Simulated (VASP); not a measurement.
# GaN in VASP: notebook

GaN is run at these levels: PBE; tasks: single point.

All numbers are computed with VASP 6.6.1; they aren't measurements. Logs are shortened: lines on timing, memory, paths and dates and some standing lists are left out, and cuts for length are marked.

## Step 1: The cell of the first run

It takes space group R3m (No. 160, trigonal). Conventional cell: a = 3.133 Å, b = 3.133 Å, c = 7.843 Å, α = 90.00°, β = 90.00°, γ = 120.00°. Ga (site symmetry 3m) has 4 N at 1.93 to 1.94 Å within 2.6 Å. Within 2.6 Å of N (site symmetry 3m) lie 4 Ga at 1.93 to 1.94 Å.

## Step 2: Single point, PBE (epitaxial 111 strain -1.5%)

INCAR

```
SYSTEM = GaN
  PREC = Accurate
  ENCUT = 520
  EDIFF = 1E-6
  ISMEAR = 0
  SIGMA = 0.01
  LREAL = .False.
  LASPH = .True.
  NELM = 60
  ALGO = Normal
  ISIF = 2
  LWAVE = .False.
  LCHARG = .True.
  GGA = PE
  LELF = .True.
  LVHAR = .True.
  NBANDS = 16
```

KPOINTS

```
regular mesh
0
Gamma
  6 6 6
  0 0 0
```

POSCAR

```
GaN
1.0
    0.0326554308      2.2478736862      2.2478736862
    2.2478736862      0.0326554308      2.2478736862
    2.2478736862      2.2478736862      0.0326554308
Ga N
1 1
Direct
    0.0011432943      0.0011432943      0.0011432943
    0.2488567057      0.2488567057      0.2488567057
```

Potentials or basis: VASP PAW PBE potentials, release 64 (Ga_d, N).

Launch:

```sh
cat potpaw_PBE.64/Ga_d/POTCAR potpaw_PBE.64/N/POTCAR > POTCAR
mpirun -np 1 vasp_std > vasp.out
```

OUTCAR:

```text
SYSTEM = GaN
   PREC = Accurate
   ENCUT = 520
   EDIFF = 1E-6
   ISMEAR = 0
   LREAL = .False.
   LASPH = .True.
   NELM = 60
   ISIF = 2
   GGA = PE

 ion  position               nearest neighbor table
   1  0.001  0.001  0.001-   2 1.93   2 1.93   2 1.93   2 1.94
   2  0.249  0.249  0.249-   1 1.93   1 1.93   1 1.93   1 1.94

  LATTYP: Found a trigonal (rhomboedric) cell.
 ALAT       =     3.1791411726
 COS(alpha) =     0.5144729660

  Lattice vectors:

 A1 = (   0.0326554308,   2.2478736862,   2.2478736862)
 A2 = (   2.2478736862,   0.0326554308,   2.2478736862)
 A3 = (   2.2478736862,   2.2478736862,   0.0326554308)

Analysis of symmetry for initial positions (statically):
=====================================================================
 Subroutine PRICEL returns:
 Original cell was already a primitive cell.

 Routine SETGRP: Setting up the symmetry group for a
 trigonal (rhombohedral) supercell.

 Subroutine GETGRP returns: Found  6 space group operations
 (whereof  6 operations were pure point group operations)
 out of a pool of 12 trial point group operations.

The static configuration has the point symmetry C_3v.

Analysis of symmetry for dynamics (positions and initial velocities):
=====================================================================
 Subroutine PRICEL returns:
 Original cell was already a primitive cell.

 Routine SETGRP: Setting up the symmetry group for a
 trigonal (rhombohedral) supercell.

 Subroutine GETGRP returns: Found  6 space group operations
 (whereof  6 operations were pure point group operations)
 out of a pool of 12 trial point group operations.

The dynamic configuration has the point symmetry C_3v.

 Subroutine INISYM returns: Found  6 space group operations
 (whereof  6 operations are pure point group operations),
 and found     1 'primitive' translations

----------------------------------------------------------------------------------------

                                     Primitive cell

  volume of cell :      22.2217

  direct lattice vectors                    reciprocal lattice vectors
     0.032655431  2.247873686  2.247873686    -0.227339054  0.224083733  0.224083733
     2.247873686  0.032655431  2.247873686     0.224083733 -0.227339054  0.224083733
     2.247873686  2.247873686  0.032655431     0.224083733  0.224083733 -0.227339054

  length of vectors
     3.179141173  3.179141173  3.179141173     0.390012929  0.390012929  0.390012929

  position of ions in fractional coordinates (direct lattice)
     0.001143294  0.001143294  0.001143294
     0.248856706  0.248856706  0.248856706

  ion indices of the primitive-cell ions
   primitive index   ion index
                 1           1
                 2           2

----------------------------------------------------------------------------------------

 KPOINTS: regular mesh

Automatic generation of k-mesh.
 Grid dimensions read from file:
 generate k-points for:    6    6    6

 Generating k-lattice:

  Cartesian coordinates                     Fractional coordinates (reciprocal lattice)
    -0.037889842  0.037347289  0.037347289     0.166666667  0.000000000 -0.000000000
     0.037347289 -0.037889842  0.037347289     0.000000000  0.166666667 -0.000000000
     0.037347289  0.037347289 -0.037889842     0.000000000  0.000000000  0.166666667

  Length of vectors
     0.065002155  0.065002155  0.065002155

  Shift w.r.t. Gamma in fractional coordinates (k-lattice)
     0.000000000  0.000000000  0.000000000

 Subroutine IBZKPT returns following result:
 ===========================================

 Found     32 irreducible k-points:

 Following reciprocal coordinates:
            Coordinates               Weight
  0.000000  0.000000  0.000000      1.000000
  0.166667  0.000000  0.000000      6.000000
  0.333333  0.000000  0.000000      6.000000
  0.500000  0.000000  0.000000      3.000000
  0.166667  0.166667  0.000000      6.000000
  0.333333  0.166667 -0.000000     12.000000
[... 16 lines left out ...]
  0.500000  0.500000  0.166667      6.000000
 -0.333333  0.500000  0.166667     12.000000
 [... further k-points ...]
   k-points           NKPTS =     32   k-points in BZ     NKDIM =     32   number of bands    NBANDS=     16
   number of dos      NEDOS =    301   number of ions     NIONS =      2
   total plane-waves  NPLWV =  13824
   dimension x,y,z NGX =    24 NGY =   24 NGZ =   24
   dimension x,y,z NGXF=    48 NGYF=   48 NGZF=   48
   ions per type =               1   1
   NGX,Y,Z   is equivalent  to a cutoff of  12.55, 12.55, 12.55 a.u.
   NGXF,Y,Z  is equivalent  to a cutoff of  25.10, 25.10, 25.10 a.u.
 SYSTEM =  GaN
   PREC   = accura    normal or accurate (medium, high low for compatibility)
   ISTART =      0    job   : 0-new  1-cont  2-samecut
   ICHARG =      2    charge: 1-file 2-atom 10-const
   ISPIN  =      1    spin polarized calculation?
   LNONCOLLINEAR =      F non collinear calculations
   LSORBIT =      F    spin-orbit coupling
   LASPH  =      T    aspherical Exc in radial PAW
   ENCUT  =  520.0 eV  38.22 Ry    6.18 a.u.   5.91  5.91  5.91*2*pi/ulx,y,z
   NELM   =     60;   NELMIN=  2; NELMDL= -5     # of ELM steps
   EDIFF  = 0.1E-05   stopping-criterion for ELM
   LREAL  =      F    real-space projection
   EDIFFG = 0.1E-04   stopping-criterion for IOM
   NSW    =      0    number of steps for IOM
   IBRION =     -1    ionic relax: 0-MD 1-quasi-New 2-CG
   NFREE  =      0    steps in history (QN), initial steepest desc. (CG)
   ISIF   =      2    stress and relaxation
   ISYM   =      2    0-nonsym 1-usesym 2-fastsym
   POTIM  = 0.5000    time-step for ionic-motion
   TEBEG  =    0.0;   TEEND  =   0.0 temperature during run
   PSTRESS=    0.0 pullay stress
   NELECT =      18.0000    total number of electrons
   NUPDOWN=      -1.0000    fix difference up-down
   EMIN   =  10.00;   EMAX   =-10.00  energy-range for DOS
   EFERMI =   0.00;   METHOD = LEGACY
   ISMEAR =     0;   SIGMA  =   0.01  broadening in eV -4-tet -1-fermi 0-gaus
   EFERMI_NEDOS =   21; number of points for ismear=-14 and -15
   IALGO  =     38    algorithm
   IMIX   =      4    mixing-type and parameters
     AMIX     =   0.40;   BMIX     =  1.00
     AMIX_MAG =   1.60;   BMIX_MAG =  1.00
  volume/ion in A,a.u.               =      11.11        74.98
  Fermi-wavevector in a.u.,A,eV,Ry     =   1.526065  2.883844 31.686250  2.328874
  Thomas-Fermi vector in A             =   2.634149
   LORBIT       =      0    0 simple, 1 ext, 2 COOP (PROOUT), +10 PAW based schemes
   GGA     = PE    functional components
   LHFCALC =     F    Hartree Fock is set to
   AEXX    =    0.0000 exact exchange contribution
   IVDW    =     0    specifies the selected vdW correction
   LEPSILON=     F    determine dielectric tensor
   LRPA    =     F    only Hartree local field effects (RPA)
 non-spin polarized calculation
 Gauss-broadening in eV      SIGMA  =   0.01
  energy-cutoff  :      520.00
  volume of cell :       22.22
 maximum number of plane-waves:       612
   NGX = 11   NGY = 11   NGZ = 11

 number of electron      18.0000010 magnetization

 Free energy of the ion-electron system (eV)
  ---------------------------------------------------
  ext. energy  EPLUGINS =         0.00000000
  ---------------------------------------------------
  free energy    TOTEN  =       -12.09820467 eV

  energy without entropy =      -12.09820467  energy(sigma->0) =      -12.09820467

 E-fermi :   5.7456     XC(G=0): -11.8253

 val. band max:        5.6655093514   @ k =   0.0000   0.0000   0.0000
 cond. band min:       7.5120663684   @ k =   0.0000   0.0000   0.0000
 fundamental gap:      1.8465570170
 Fermi energy:         5.7455947413

 k-point     1 :       0.0000    0.0000    0.0000
  band No.  band energies     occupation
      1     -10.5787      2.00000
      2      -7.8684      2.00000
      3      -7.8602      2.00000
      4      -7.8602      2.00000
      5      -7.5125      2.00000
      6      -7.5125      2.00000
[... 8 lines left out ...]
     15      24.5809      0.00000
     16      24.7709      0.00000

 k-point     2 :       0.1667    0.0000    0.0000
  band No.  band energies     occupation
      1     -10.2720      2.00000
      2      -7.8298      2.00000
      3      -7.8217      2.00000
      4      -7.7393      2.00000
      5      -7.5155      2.00000
      6      -7.5140      2.00000
[... 8 lines left out ...]
     15      22.6303      0.00000
     16      22.8454      0.00000

 k-point     3 :       0.3333    0.0000    0.0000
  band No.  band energies     occupation
      1      -9.7465      2.00000
      2      -7.7798      2.00000
      3      -7.7710      2.00000
      4      -7.4937      2.00000
      5      -7.4878      2.00000
      6      -7.0692      2.00000
[... 8 lines left out ...]
     15      23.2218      0.00000
     16      23.8273      0.00000

 k-point     4 :       0.5000    0.0000    0.0000
  band No.  band energies     occupation
      1      -9.5703      2.00000
      2      -7.7709      2.00000
      3      -7.7619      2.00000
      4      -7.4649      2.00000
      5      -7.4569      2.00000
      6      -6.2375      2.00000
[... 8 lines left out ...]
     15      25.2984      0.00000
     16      26.0096      0.00000

 k-point     5 :       0.1667    0.1667    0.0000
  band No.  band energies     occupation
      1     -10.1780      2.00000
      2      -7.7897      2.00000
      3      -7.7868      2.00000
      4      -7.7625      2.00000
      5      -7.5265      2.00000
      6      -7.4918      2.00000
[... 8 lines left out ...]
     15      26.4111      0.00000
     16      26.4488      0.00000

 k-point     6 :       0.3333    0.1667   -0.0000
  band No.  band energies     occupation
      1      -9.7442      2.00000
      2      -7.7577      2.00000
      3      -7.7226      2.00000
      4      -7.6118      2.00000
      5      -7.4695      2.00000
      6      -7.1714      2.00000
[... 8 lines left out ...]
     15      25.4416      0.00000
     16      25.8219      0.00000

 k-point     7 :       0.5000    0.1667    0.0000
  band No.  band energies     occupation
      1      -9.5095      2.00000
      2      -7.7571      2.00000
      3      -7.7065      2.00000
      4      -7.5355      2.00000
      5      -7.4596      2.00000
      6      -6.1729      2.00000
[... 8 lines left out ...]
     15      25.3679      0.00000
     16      26.1947      0.00000

 k-point     8 :      -0.3333    0.1667    0.0000
  band No.  band energies     occupation
      1      -9.5553      2.00000
      2      -7.7579      2.00000
      3      -7.7215      2.00000
      4      -7.5118      2.00000
      5      -7.5049      2.00000
      6      -6.4516      2.00000
[... 8 lines left out ...]
     15      23.2181      0.00000
     16      25.9242      0.00000

 k-point     9 :      -0.1667    0.1667    0.0000
  band No.  band energies     occupation
      1      -9.8961      2.00000
      2      -7.7809      2.00000
      3      -7.7750      2.00000
      4      -7.5593      2.00000
      5      -7.5380      2.00000
      6      -7.3493      2.00000
[... 8 lines left out ...]
     15      22.7861      0.00000
     16      25.8575      0.00000
[... 172 lines left out ...]
 k-point    19 :       0.3333    0.3333    0.1667
  band No.  band energies     occupation
      1      -9.7565      2.00000
      2      -7.7603      2.00000
      3      -7.7262      2.00000
      4      -7.6104      2.00000
      5      -7.4694      2.00000
      6      -7.1930      2.00000
[... 8 lines left out ...]
     15      25.6674      0.00000
     16      26.0333      0.00000

 k-point    20 :       0.5000    0.3333    0.1667
  band No.  band energies     occupation
      1      -9.5051      2.00000
      2      -7.7173      2.00000
      3      -7.6962      2.00000
      4      -7.5771      2.00000
      5      -7.4740      2.00000
      6      -6.4371      2.00000
[... 8 lines left out ...]
     15      25.8409      0.00000
     16      28.4022      0.00000

 k-point    21 :      -0.3333    0.3333    0.1667
  band No.  band energies     occupation
      1      -9.4163      2.00000
      2      -7.7326      2.00000
      3      -7.6608      2.00000
      4      -7.5383      2.00000
      5      -7.4862      2.00000
      6      -5.7461      2.00000
[... 8 lines left out ...]
     15      24.8265      0.00000
     16      28.7133      0.00000

 k-point    22 :      -0.1667    0.3333    0.1667
  band No.  band energies     occupation
      1      -9.4970      2.00000
      2      -7.7150      2.00000
      3      -7.6952      2.00000
      4      -7.5793      2.00000
      5      -7.4727      2.00000
      6      -6.3903      2.00000
[... 8 lines left out ...]
     15      25.8138      0.00000
     16      28.5191      0.00000

 k-point    23 :       0.5000    0.5000    0.1667
  band No.  band energies     occupation
      1      -9.4149      2.00000
      2      -7.7412      2.00000
      3      -7.5870      2.00000
      4      -7.5865      2.00000
      5      -7.4488      2.00000
      6      -6.0297      2.00000
[... 8 lines left out ...]
     15      28.5287      0.00000
     16      28.5348      0.00000

 k-point    24 :      -0.3333    0.5000    0.1667
  band No.  band energies     occupation
      1      -9.3767      2.00000
      2      -7.7257      2.00000
      3      -7.6400      2.00000
      4      -7.5224      2.00000
      5      -7.4699      2.00000
      6      -5.6078      2.00000
[... 8 lines left out ...]
     15      26.5834      0.00000
     16      29.0930      0.00000

 [... further k-points ...]

------------------------ aborting loop because EDIFF is reached ----------------------------------------

  FORCE on cell =-STRESS in cart. coord.  units (eV):
  Direction    XX          YY          ZZ          XY          YZ          ZX
  --------------------------------------------------------------------------------------
  -------------------------------------------------------------------------------------
  Total        1.5407241      1.5407241      1.5407241     -0.3244526     -0.3244526     -0.3244526
  in kB      111.0854953    111.0854953    111.0854953    -23.3928825    -23.3928825    -23.3928825
  external PRESSURE =     111.0854953 kB  Pullay stress =       0.0000000 kB

 VOLUME and BASIS-vectors are now :
 -----------------------------------------------------------------------------
  energy-cutoff  :      520.00
  volume of cell :       22.22
      direct lattice vectors                 reciprocal lattice vectors
     0.032655431  2.247873686  2.247873686    -0.227339054  0.224083733  0.224083733
     2.247873686  0.032655431  2.247873686     0.224083733 -0.227339054  0.224083733
     2.247873686  2.247873686  0.032655431     0.224083733  0.224083733 -0.227339054

 POSITION                                       TOTAL-FORCE (eV/Angst)
 -----------------------------------------------------------------------------------
      0.00518      0.00518      0.00518         0.006074      0.006074      0.006074
      1.12692      1.12692      1.12692        -0.006074     -0.006074     -0.006074
 -----------------------------------------------------------------------------------
    total drift:                                0.000006      0.000006      0.000006

  FREE ENERGIE OF THE ION-ELECTRON SYSTEM (eV)
  ---------------------------------------------------
  free  energy   TOTEN  =       -12.0982046677 eV

  energy  without entropy=      -12.0982046677  energy(sigma->0) =      -12.09820467
```

It took 8.4 s on 1 thread of Intel Xeon Platinum 8259CL at 2.50GHz (Skylake/Cascade Lake), shared host; peak memory 0.14 GiB.

Results:

| Property | Result |
| --- | --- |
| Free energy | -12.0982 eV |
| Pressure | 11.1 GPa |
| Largest force | 0.011 eV/Å |
| Band gap on the k mesh | 1.85 eV, direct |

Forces on the atoms (eV/Å):
```
Ga   0.006  0.006  0.006
N   -0.006 -0.006 -0.006
```

Caveat: the cell differs from its parent crystal (epitaxial 111 strain -1.5%).

## Step 3: Single point, PBE (strain along [111] +1.5%)

INCAR

```
  PREC = Accurate
  ENCUT = 520
  EDIFF = 1E-7
  ISMEAR = 0
  SIGMA = 0.01
  LREAL = False
  LASPH = True
  NELM = 60
  ALGO = Normal
  ISIF = 2
  LWAVE = False
  LCHARG = False
  GGA = PE
  NBANDS = 16
```

KPOINTS

```
regular mesh
0
Gamma
  6 6 6
```

POSCAR

```
GaN
1.0
    0.0224895254      2.2714420690      2.2714420690
    2.2714420690      0.0224895254      2.2714420690
    2.2714420690      2.2714420690      0.0224895254
Ga N
1 1
Direct
    0.0006617303      0.0006617303      0.0006617303
    0.2493382697      0.2493382697      0.2493382697
```

Potentials or basis: VASP PAW PBE potentials, release 64 (Ga_d, N).

Launch:

```sh
cat potpaw_PBE.64/Ga_d/POTCAR potpaw_PBE.64/N/POTCAR > POTCAR
mpirun -np 1 vasp_std > vasp.out
```

Run time: 8.8 s. Hardware: 1 thread of Intel Xeon Platinum 8259CL at 2.50GHz (Skylake/Cascade Lake), shared host; peak memory 0.14 GiB.

The run converged. Its results:

```
Free energy            : -12.1409 eV
Pressure               : 3.4 GPa
Largest force          : 0.010 eV/Å
Band gap on the k mesh : 1.63 eV, direct
```

Forces in eV/Å, atoms in the order of the input:
```
Ga   0.006  0.006  0.006
N   -0.006 -0.006 -0.006
```

Stress tensor (GPa, compression positive):
```
 3.36 -1.52 -1.52
-1.52  3.36 -1.52
-1.52 -1.52  3.36
```

Levels at points of the mesh, in eV from the valence-band top:
| k point | band 5 | band 6 | band 7 | band 8 | band 9 | band 10 | band 11 | band 12 | band 13 | band 14 |
| --- | --- | --- | --- | --- | --- | --- | --- | --- | --- | --- |
| (0.00, 0.00, 0.00) | -13.16 | -13.16 | -0.10 | 0.00 | 0.00 | 1.63 | 10.00 | 10.32 | 10.32 | 17.44 |
| (0.50, 0.00, 0.00) | -13.11 | -11.90 | -6.99 | -1.04 | -0.98 | 4.50 | 8.66 | 10.20 | 10.28 | 15.50 |
| (0.50, 0.50, 0.00) | -13.09 | -11.49 | -6.12 | -2.77 | -2.63 | 3.31 | 6.58 | 11.60 | 13.80 | 13.88 |
| (0.50, 0.50, 0.50) | -13.12 | -11.97 | -7.07 | -0.92 | -0.92 | 4.68 | 8.59 | 10.44 | 10.44 | 15.62 |

Caveat: the cell differs from its parent crystal (strain along [111] +1.5%).

## Step 4: Single point, PBE

This run uses another cell than the first one, of 11.37 Å³/atom, 1.024 times its volume.

INCAR

```
SYSTEM = GaN
PREC = Accurate ; ENCUT = 520
EDIFF = 1E-7 ; ISMEAR = -1
SIGMA = 0.02 ; LREAL = .False.
LASPH = .True. ; NELM = 100
ALGO = Normal ; ISIF = 2
LWAVE = .False. ; LCHARG = .False.
GGA = PE ; NBANDS = 16
```

KPOINTS

```
Automatic mesh
0
Gamma
  10 10 10
  0 0 0
```

POSCAR

```
GaN
1.0
    0.0000000000      2.2489525436      2.2489525436
    2.2489525436      0.0000000000      2.2489525436
    2.2489525436      2.2489525436      0.0000000000
Ga N
1 1
Direct
    0.0000000000      0.0000000000      0.0000000000
    0.2500000000      0.2500000000      0.2500000000
```

Launch:

```sh
cat potpaw_PBE.64/Ga_d/POTCAR potpaw_PBE.64/N/POTCAR > POTCAR
mpirun -np 1 vasp_std > vasp.out
```

Wall time 12 s (1 thread of Intel Xeon Platinum 8259CL at 2.50GHz (Skylake/Cascade Lake), shared host); peak memory 0.15 GiB.

It converged, with:

| Property | Result |
| --- | --- |
| Free energy | -12.1382 eV |
| Pressure | 6.2 GPa |
| Band gap on the k mesh | 1.76 eV, direct |

Levels at points of the mesh, in eV from the valence-band top:
```
           k point  band 5  band 6  band 7  band 8  band 9  band 10  band 11  band 12  band 13  band 14
(0.00, 0.00, 0.00)  -13.12  -13.12    0.00    0.00    0.00     1.76    10.34    10.34    10.34    17.69
(0.50, 0.00, 0.00)  -13.07  -11.88   -7.08   -0.98   -0.98     4.68     8.76    10.40    10.40    15.68
(0.50, 0.50, 0.00)  -13.04  -11.45   -6.15   -2.72   -2.72     3.35     6.70    11.75    14.03    14.03
```

(Continued in part 2 of 2.)
